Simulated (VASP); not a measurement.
A run of VASP 6.6.1 is set up as follows.

INCAR

```
SYSTEM = C
PREC     = Accurate       ! precision mode
ENCUT    = 600            ! plane-wave cutoff, eV
EDIFF    = 1E-7           ! SCF threshold, eV
ISMEAR   = 1              ! smearing method
SIGMA    = 0.05           ! smearing width, eV
LREAL    = .FALSE.        ! projectors in reciprocal space
LASPH    = .TRUE.         ! aspherical terms in the spheres
NELM     = 120            ! most SCF steps
ALGO     = Normal         ! electronic algorithm
ISIF     = 3              ! what is computed and relaxed
LWAVE    = .FALSE.        ! write WAVECAR
LCHARG   = .FALSE.        ! write CHGCAR
GGA      = PS             ! functional
IBRION   = 2              ! ionic algorithm
NSW      = 60             ! ionic steps
EDIFFG   = -0.01          ! ionic threshold
GGA_COMPAT= .FALSE.      
NELMIN   = 4
```

Contents of KPOINTS:

```
Automatic mesh
0
G
  10 10 10
  0 0 0
```

Contents of POSCAR:

```
C
1.0
    0.0000000000      1.7769773965      1.7769773965
    1.7769773965      0.0000000000      1.7769773965
    1.7769773965      1.7769773965      0.0000000000
C
2
Direct
    1.0000000000      1.0000000000      1.0000000000
    0.2500000000      0.2500000000      0.2500000000
```

Potentials or basis: VASP PAW PBE potentials, release 64 (C).

Command:

```bash
$ cat potpaw_PBE.64/C/POTCAR > POTCAR
$ mpirun -np 1 vasp_std > vasp.out
```

Q: What does it give for the relaxed cell?

A: a = 2.514 Å, b = 2.514 Å, c = 2.514 Å, α = 60.00°, β = 60.00°, γ = 60.00°.

Q: Estimate the space group after relaxing (to 0.05 Å).

A: Fd-3m (No. 227).

Q: Predict the band gap on the k mesh.

A: 4.06 eV, indirect (least direct gap 5.57 eV).

Final structure:
```cif
data_structure
_symmetry_space_group_name_H-M 'P 1'
_symmetry_Int_Tables_number 1
_cell_length_a 2.5137
_cell_length_b 2.5137
_cell_length_c 2.5137
_cell_angle_alpha 60.000
_cell_angle_beta 60.000
_cell_angle_gamma 60.000
_cell_volume 11.23
loop_
_atom_site_label
_atom_site_type_symbol
_atom_site_fract_x
_atom_site_fract_y
_atom_site_fract_z
_atom_site_occupancy
C1 C 0.00000 0.00000 0.00000 1
C2 C 0.25000 0.25000 0.25000 1
```

 A k mesh can miss the band edges.
